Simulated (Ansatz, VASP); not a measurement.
# One calculation of Re, two programs

```
Re
1.0
     0.00000    1.85855    2.23026
     1.85855    0.00000    2.23026
     1.85855    1.85855    0.00000
Re
1
Cartesian
  0.0000 0.0000 0.0000
```

Alike in both runs: task single point; functional LDA; k mesh 22 × 22 × 22; occupations gaussian, width 0.15 eV; no spin polarisation.

```csv
,VASP,Ansatz
version,VASP 6.6.1,Ansatz 0.2.0
potentials or method,"VASP PAW LDA potentials, release 64 (Re), cutoff 520 eV","scalar-relativistic, plane waves, PAW"
valence electrons in the cell,7,15
```

Ansatz gave:

```
gap on the k mesh at the Fermi level (eV)                     : none
pressure (GPa)                                                : -18.6
traceless stress, the component that is largest in VASP (GPa) : -29.11
```

Task: Which values does VASP return?

Result: gap on the k mesh at the Fermi level (eV): none; pressure (GPa): -17.9; traceless stress, the component that is largest in VASP (GPa): -28.70.

LDA's correlation is that of Perdew and Zunger in VASP and of Perdew and Wang (1992) in Ansatz. A gap of «none» marks a metal or a gap that the smearing closes. VASP's potentials hold 7 valence electrons a cell and Ansatz's 15, so a difference there can come from the potentials and not from the codes.

Neither program's run includes spin-orbit coupling.
